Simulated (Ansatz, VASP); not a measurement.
**Two plane-wave programs on Ti**

```
CELL_PARAMETERS angstrom
-1.70914 1.62775 1.62775
1.70914 -1.62775 1.62775
1.70914 1.62775 -1.62775
ATOMIC_POSITIONS crystal
Ti 0.00000 0.00000 0.00000
```

Change from the starting cell: strain +0.0500 x Voigt [1, 0, 0, 0, 0, 0], atoms carried along.

Alike in both runs: task single point; functional PBE; k mesh 26 × 26 × 26; occupations gaussian, width 0.15 eV; no spin polarisation.

|  | VASP | Ansatz |
| --- | --- | --- |
| version | VASP 6.6.1 | Ansatz 0.2.0 |
| potentials or method | VASP PAW PBE potentials, release 64 (Ti_sv), cutoff 520 eV | scalar-relativistic, plane waves, PAW |
| valence electrons in the cell | 12 | 12 |

Ansatz gave:

```
gap on the k mesh at the Fermi level (eV)                     : none
pressure (GPa)                                                : -4.6
traceless stress, the component that is largest in VASP (GPa) : 0.75
```

Problem. Estimate VASP's values.

Solution. gap on the k mesh at the Fermi level (eV): none; pressure (GPa): -4.9; traceless stress, the component that is largest in VASP (GPa): 0.75.

A gap of «none» marks a metal or a gap that the smearing closes. The functional is the same, so the differences come from potentials, cutoffs and numerics.
